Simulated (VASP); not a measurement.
Here is a VASP 6.6.1 calculation.

File INCAR:

```
  PREC = Accurate
  ENCUT = 520
  EDIFF = 1E-6
  ISMEAR = 0
  SIGMA = 0.15
  LREAL = F
  LASPH = T
  NELM = 60
  ALGO = Fast
  ISIF = 2
  LWAVE = F
  LCHARG = F
  GGA = PS
  NBANDS = 18
```

Contents of KPOINTS:

```
Automatic mesh
0
Gamma
  14 14 14
```

POSCAR

```
ScPd
1.0
    3.2830000000      0.0000000000      0.0000000000
    0.0000000000      3.2830000000      0.0246225000
    0.0000000000      0.0246225000      3.2830000000
Sc Pd
1 1
Direct
    0.5000000000      0.5000000000      0.5000000000
    0.0000000000      0.0000000000      0.0000000000
```

Potentials or basis: VASP PAW PBE potentials, release 64 (Sc_sv, Pd).

Command:

```bash
$ cat potpaw_PBE.64/Sc_sv/POTCAR potpaw_PBE.64/Pd/POTCAR > POTCAR
$ mpirun -np 1 vasp_std > vasp.out
```

(1) Predict the pressure.

Results:

(1) -1.7 GPa.

Caveat: the cell differs from its parent crystal (strain +0.0150 x Voigt [0, 0, 0, 1, 0, 0]); the PAW data sets were made with another functional, which shifts forces and pressure a little.
